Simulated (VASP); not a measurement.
The system is Sn4Se.

```
CELL_PARAMETERS angstrom
0.00000 5.34552 5.34552
5.34552 0.00000 5.34552
5.34552 5.34552 0.00000
ATOMIC_POSITIONS crystal
Sn 0.32991 0.32991 0.32991
Sn 0.32991 0.32991 0.01028
Sn 0.32991 0.01028 0.32991
Sn 0.01028 0.32991 0.32991
Sn 0.92009 0.92009 0.23972
Sn 0.92009 0.92009 0.92009
Sn 0.92009 0.23972 0.92009
Sn 0.23972 0.92009 0.92009
Se 0.75000 0.75000 0.75000
Se 0.50000 0.50000 0.50000
```

The cell was built from a structure type or drawn by symmetry, and may not be a known phase.

| Item | Value |
| --- | --- |
| Program | VASP 6.6.1 |
| Task | relaxation of cell and atoms |
| Functional | PBE |
| Potentials or basis | VASP PAW PBE potentials, release 64 (Sn_d, Se) |
| Cutoff | 600 eV |
| k mesh | 4 × 4 × 4 |
| Occupations | gaussian, width 0.1 eV |
| Spin | no spin polarisation |

At the start: pressure 24.5 GPa; volume 30.55 Å³/atom.

Question: Where does the relaxation end?

Answer: Over 14 steps the energy falls by 1817.5 meV/atom and the volume is 32.01 Å³/atom (+4.8 %); space group Fd-3m (No. 227, to 0.1 Å) before and after.

The path:
| step | energy change (eV) | largest force (eV/Å) | pressure (GPa) | volume (Å³) |
| --- | --- | --- | --- | --- |
| 1 | 0.0000 | 14.7853 | 24.48 | 305.49 |
| 2 | -11.2768 | 0.3061 | -5.15 | 561.80 |
| 3 | -11.9839 | 0.2206 | -5.42 | 536.59 |
| 4 | -12.7135 | 0.1488 | -5.64 | 513.05 |
| 5 | -16.3749 | 0.5201 | -4.92 | 400.35 |
| 6 | -15.7863 | 2.5223 | -0.27 | 350.79 |
| 7 | -16.5864 | 0.8172 | -4.19 | 386.23 |
| 8 | -16.6029 | 1.0720 | -3.59 | 378.12 |
| 9 | -16.6064 | 1.0180 | -3.72 | 379.67 |
| 10 | -17.6736 | 0.8694 | -1.84 | 342.19 |
| 11 | -18.0362 | 0.5686 | 1.10 | 311.24 |
| 12 | -18.1606 | 0.1386 | 0.52 | 315.18 |
| 13 | -18.1723 | 0.0267 | 0.34 | 316.88 |
| 14 | -18.1754 | 0.0114 | -0.06 | 320.14 |

Final structure:
```yaml
crystal:
  lattice:
    - [0.00000, 5.42963, 5.42963]
    - [5.42963, 0.00000, 5.42963]
    - [5.42963, 5.42963, 0.00000]
  atoms:
    - { symbol: Sn, position: [0.35460, 0.35460, 0.35460] }
    - { symbol: Sn, position: [0.35460, 0.35460, 0.93620] }
    - { symbol: Sn, position: [0.35460, 0.93620, 0.35460] }
    - { symbol: Sn, position: [0.93620, 0.35460, 0.35460] }
    - { symbol: Sn, position: [0.89540, 0.89540, 0.31380] }
    - { symbol: Sn, position: [0.89540, 0.89540, 0.89540] }
    - { symbol: Sn, position: [0.89540, 0.31380, 0.89540] }
    - { symbol: Sn, position: [0.31380, 0.89540, 0.89540] }
    - { symbol: Se, position: [0.75000, 0.75000, 0.75000] }
    - { symbol: Se, position: [0.50000, 0.50000, 0.50000] }
```
